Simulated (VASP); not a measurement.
# CuAu (P4/mmm) in VASP: a series of runs, part 2 of 2

VASP 6.6.1.

## 3. Electric field gradients, PBEsol (13.81 Å³/atom)

This run uses another cell than the first one, of 13.81 Å³/atom.

The input, INCAR:

```
PREC = Accurate
ENCUT = 610
EDIFF = 1E-8
ISMEAR = -1
SIGMA = 0.05
LREAL = F
LASPH = T
NELM = 120
ALGO = Normal
ISIF = 2
LWAVE = F
LCHARG = F
GGA = PS
LEFG = T
NBANDS = 26
GGA_COMPAT = F
```

The input, KPOINTS:

```
regular mesh
0
Gamma
  13 13 10
```

The input, POSCAR:

```
CuAu
1.0
    2.7621575232      0.0000000000      0.0000000000
    0.0000000000      2.7621575232      0.0000000000
    0.0000000000      0.0000000000      3.6203993251
Cu Au
1 1
Direct
    0.5000000000      0.5000000000      0.5000000000
    0.0000000000      0.0000000000      0.0000000000
```

Potentials or basis: VASP PAW PBE potentials, release 64 (Cu_sv_GW, Au_sv_GW).

The run is started by

```bash
$ cat potpaw_PBE.64/Cu_sv_GW/POTCAR potpaw_PBE.64/Au_sv_GW/POTCAR > POTCAR
$ mpirun -np 1 vasp_std > vasp.out
```

OUTCAR:

```text
PREC = Accurate
   ENCUT = 610
   EDIFF = 1E-8
   ISMEAR = -1
   LREAL = F
   LASPH = T
   NELM = 120
   ISIF = 2
   GGA = PS

 ion  position               nearest neighbor table
   1  0.500  0.500  0.500-   2 2.66   2 2.66   2 2.66   2 2.66   2 2.66   2 2.66   2 2.66   2 2.66

   2  0.000  0.000  0.000-   1 2.66   1 2.66   1 2.66   1 2.66   1 2.66   1 2.66   1 2.66   1 2.66

  LATTYP: Found a simple tetragonal cell.
 ALAT       =     2.7621575232
 C/A-ratio  =     1.3107142857

  Lattice vectors:

 A1 = (   2.7621575232,   0.0000000000,   0.0000000000)
 A2 = (   0.0000000000,   2.7621575232,   0.0000000000)
 A3 = (   0.0000000000,   0.0000000000,   3.6203993251)

Analysis of symmetry for initial positions (statically):
=====================================================================
 Subroutine PRICEL returns:
 Original cell was already a primitive cell.

 Routine SETGRP: Setting up the symmetry group for a
 simple tetragonal supercell.

 Subroutine GETGRP returns: Found 16 space group operations
 (whereof 16 operations were pure point group operations)
 out of a pool of 16 trial point group operations.

The static configuration has the point symmetry D_4h.

Analysis of symmetry for dynamics (positions and initial velocities):
=====================================================================
 Subroutine PRICEL returns:
 Original cell was already a primitive cell.

 Routine SETGRP: Setting up the symmetry group for a
 simple tetragonal supercell.

 Subroutine GETGRP returns: Found 16 space group operations
 (whereof 16 operations were pure point group operations)
 out of a pool of 16 trial point group operations.

The dynamic configuration has the point symmetry D_4h.

 Subroutine INISYM returns: Found 16 space group operations
 (whereof 16 operations are pure point group operations),
 and found     1 'primitive' translations

----------------------------------------------------------------------------------------

                                     Primitive cell

  volume of cell :      27.6219

  direct lattice vectors                    reciprocal lattice vectors
     2.762157523  0.000000000  0.000000000     0.362035833  0.000000000  0.000000000
     0.000000000  2.762157523  0.000000000     0.000000000  0.362035833  0.000000000
     0.000000000  0.000000000  3.620399325     0.000000000  0.000000000  0.276212625

  length of vectors
     2.762157523  2.762157523  3.620399325     0.362035833  0.362035833  0.276212625

  position of ions in fractional coordinates (direct lattice)
     0.500000000  0.500000000  0.500000000
     0.000000000  0.000000000  0.000000000

  ion indices of the primitive-cell ions
   primitive index   ion index
                 1           1
                 2           2

----------------------------------------------------------------------------------------

 KPOINTS: regular mesh
[... 72 lines left out ...]
   IBRION =     -1    ionic relax: 0-MD 1-quasi-New 2-CG
   NFREE  =      0    steps in history (QN), initial steepest desc. (CG)
   ISIF   =      2    stress and relaxation
   ISYM   =      2    0-nonsym 1-usesym 2-fastsym
   POTIM  = 0.5000    time-step for ionic-motion
   TEBEG  =    0.0;   TEEND  =   0.0 temperature during run
   PSTRESS=    0.0 pullay stress
   NELECT =      38.0000    total number of electrons
   NUPDOWN=      -1.0000    fix difference up-down
   EMIN   =  10.00;   EMAX   =-10.00  energy-range for DOS
   EFERMI =   0.00;   METHOD = LEGACY
   ISMEAR =    -1;   SIGMA  =   0.05  broadening in eV -4-tet -1-fermi 0-gaus
   EFERMI_NEDOS =   21; number of points for ismear=-14 and -15
   IALGO  =     38    algorithm
   IMIX   =      4    mixing-type and parameters
     AMIX     =   0.40;   BMIX     =  1.00
     AMIX_MAG =   1.60;   BMIX_MAG =  1.00
  volume/ion in A,a.u.               =      13.81        93.20
  Fermi-wavevector in a.u.,A,eV,Ry     =   1.820755  3.440729 45.105351  3.315150
  Thomas-Fermi vector in A             =   2.877264
   LORBIT       =      0    0 simple, 1 ext, 2 COOP (PROOUT), +10 PAW based schemes
   GGA     = PS    functional components
   LHFCALC =     F    Hartree Fock is set to
   AEXX    =    0.0000 exact exchange contribution
   IVDW    =     0    specifies the selected vdW correction
   LEPSILON=     F    determine dielectric tensor
   LRPA    =     F    only Hartree local field effects (RPA)
 non-spin polarized calculation
  energy-cutoff  :      610.00
  volume of cell :       27.62
 maximum number of plane-waves:       960
 NGX is ok and might be reduce to    24
   NGX = 11   NGY = 11   NGZ = 15

 number of electron      38.0000013 magnetization

 Free energy of the ion-electron system (eV)
  ---------------------------------------------------
  ext. energy  EPLUGINS =         0.00000000
  ---------------------------------------------------
  free energy    TOTEN  =        -7.80498690 eV

  energy without entropy =       -7.80034077  energy(sigma->0) =       -7.80266384

 E-fermi :   8.9500     XC(G=0): -13.8050

 val. band max:        8.9465391138   @ k =   0.4615   0.1538   0.4000
 cond. band min:       8.9587800276   @ k =   0.4615   0.0769   0.4000
 fundamental gap:      0.0122409138
 Fermi energy:         8.9499819353

 k-point     1 :       0.0000    0.0000    0.0000
  band No.  band energies     occupation
      1    -103.0999      2.00000
      2     -97.3769      2.00000
      3     -60.6649      2.00000
      4     -60.6483      2.00000
      5     -60.6483      2.00000
      6     -48.6141      2.00000
[... 685 lines left out ...]
     25      22.4092      0.00000
     26      22.5970      0.00000

 [... further k-points ...]

------------------------ aborting loop because EDIFF is reached ----------------------------------------

  FORCE on cell =-STRESS in cart. coord.  units (eV):
  Direction    XX          YY          ZZ          XY          YZ          ZX
  --------------------------------------------------------------------------------------
  -------------------------------------------------------------------------------------
  Total        0.6351394      0.6351394      0.6167419      0.0000000      0.0000000      0.0000000
  in kB       36.8405660     36.8405660     35.7734395      0.0000000      0.0000000      0.0000000
  external PRESSURE =      36.4848572 kB  Pullay stress =       0.0000000 kB

 VOLUME and BASIS-vectors are now :
 -----------------------------------------------------------------------------
  energy-cutoff  :      610.00
  volume of cell :       27.62
      direct lattice vectors                 reciprocal lattice vectors
     2.762157523  0.000000000  0.000000000     0.362035833  0.000000000  0.000000000
     0.000000000  2.762157523  0.000000000     0.000000000  0.362035833  0.000000000
     0.000000000  0.000000000  3.620399325     0.000000000  0.000000000  0.276212625

 POSITION                                       TOTAL-FORCE (eV/Angst)
 -----------------------------------------------------------------------------------
      1.38108      1.38108      1.81020         0.000000      0.000000      0.000000
      0.00000      0.00000      0.00000         0.000000      0.000000      0.000000
 -----------------------------------------------------------------------------------
    total drift:                                0.000000      0.000000     -0.000000

  FREE ENERGIE OF THE ION-ELECTRON SYSTEM (eV)
  ---------------------------------------------------
  free  energy   TOTEN  =        -7.8049869009 eV

  energy  without entropy=       -7.8003407702  energy(sigma->0) =       -7.80266384

 Electric field gradients (V/A^2)
---------------------------------------------------------------------
 ion       V_xx      V_yy      V_zz      V_xy      V_xz      V_yz
---------------------------------------------------------------------
   1       5.947     5.947   -11.894     0.000    -0.000    -0.000
   2     -36.564   -36.564    73.128     0.000    -0.000    -0.000
---------------------------------------------------------------------

 Electric field gradients after diagonalization (V/A^2)
 (convention: |V_zz| > |V_xx| > |V_yy|)
----------------------------------------------------------------------
 ion       V_xx      V_yy      V_zz     asymmetry (V_yy - V_xx)/ V_zz
----------------------------------------------------------------------
   1       5.947     5.947   -11.894       0.000
   2     -36.564   -36.564    73.128       0.000
----------------------------------------------------------------------

           NMR quadrupolar parameters

 Cq : quadrupolar parameter    Cq=e*Q*V_zz/h
 eta: asymmetry parameters     (V_yy - V_xx)/ V_zz
 Q  : nuclear electric quadrupole moment in mb (millibarn)
----------------------------------------------------------------------
 ion       Cq(MHz)       eta       Q (mb)
----------------------------------------------------------------------
   1      -0.029       0.000       1.000
   2       0.177       0.000       1.000
----------------------------------------------------------------------
```

stdout:

```text
POSCAR found type information on POSCAR CuAu
 POSCAR found :  2 types and       2 ions
 scaLAPACK will be used
 -----------------------------------------------------------------------------
|                                                                             |
|                                                                             |
|     You enforced a specific xc type in the INCAR file but a different       |
|     I HOPE YOU KNOW WHAT YOU ARE DOING!                                     |
|                                                                             |
 -----------------------------------------------------------------------------

 LDA part: xc-table for (Slater+PW92), standard interpolation
 POSCAR, INCAR and KPOINTS ok, starting setup
 FFT: planning ... GRIDC
 FFT: planning ... GRID_SOFT
 FFT: planning ... GRID
 WAVECAR not read
 entering main loop
ion   1

ion   2
```

Wall time 61 s (1 thread of Intel Xeon 6975P-C (Granite Rapids), shared host); peak memory 0.31 GiB.

What came out:

```
Free energy                             : -7.8050 eV
Pressure                                : 3.6 GPa
Band gap on the k mesh                  : zero (bands 19 and 20 overlap by 6.65 eV)
Largest electric field gradient by atom : Cu -11.9; Au +73.1 V/Å²
```

Stress tensor (GPa, compression positive):
```
3.68 0.00 0.00
0.00 3.68 0.00
0.00 0.00 3.58
```

Electric field gradients, principal values (V/Å²):
```tsv
atom	least	middle	greatest (by size)
1 Cu	5.947	5.947	-11.894
2 Au	-36.564	-36.564	73.128
```

Caveat: the cell stands under pressure; without QUAD_EFG the Cq values of the log hold for a quadrupole moment of 1 mb, not for the nuclei; the PAW data sets were made with another functional, which shifts forces and pressure a little; spin-orbit coupling is left out, which moves the levels of the heavy elements.

The gap in the log of VASP goes by the Fermi energy; the results here count the filled bands.